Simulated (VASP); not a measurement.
Write the native input for VASP 6.6.1 that does the following.

```yaml
Task: single point
Functional: PBE
Potentials_or_basis: VASP PAW PBE potentials, release 64 (Ge_d, W_sv)
Cutoff: 500 eV
k_mesh: 6 × 6 × 5
Occupations: gaussian, width 0.2 eV
Spin: no spin polarisation
Dipole_correction: no
Further_INCAR_settings: ALGO = Normal; EDIFF = 1e-06; NBANDS = 21
```

The structure of GeW lies in POSCAR:

```
GeW
1.0
    3.6129555794      0.0000000000      0.0000000000
    0.0000000000      3.6129555794      0.0000000000
    0.0000000000      0.0000000000      2.7629920647
Ge W
1 1
Direct
    0.0000000000      0.0000000000      0.0000000000
    0.5000000000      0.5000000000      0.0000000000
```

The cell was generated, and may not be a known phase.

These files were run (other wordings do the same):

INCAR

```
PREC = Accurate
ENCUT = 500
EDIFF = 1E-6
ISMEAR = 0
SIGMA = 0.2
LREAL = False
LASPH = True
NELM = 120
ALGO = Normal
ISIF = 2
LWAVE = False
LCHARG = False
GGA = PE
NBANDS = 21
GGA_COMPAT = False
```

KPOINTS

```
Automatic mesh
0
Gamma
  6 6 5
```

Potentials or basis: VASP PAW PBE potentials, release 64 (Ge_d, W_sv).

Run with:

```console
$ cat potpaw_PBE.64/Ge_d/POTCAR potpaw_PBE.64/W_sv/POTCAR > POTCAR
$ mpirun -np 1 vasp_std > vasp.out
```

It gave:

| Quantity | Value |
| --- | --- |
| Pressure | 0.1 GPa |
| Band gap on the k mesh | zero (bands 14 and 15 overlap by 2.35 eV) |

Caveat: the k points lie up to 0.45 Å⁻¹ apart, too coarse for converged energies and pressures of a metal; spin-orbit coupling is left out, which moves the levels of the heavy elements.

It took 17 s on 1 thread of AMD EPYC 7R13 Processor (Zen 3) (shared host), peak memory 0.12 GiB.
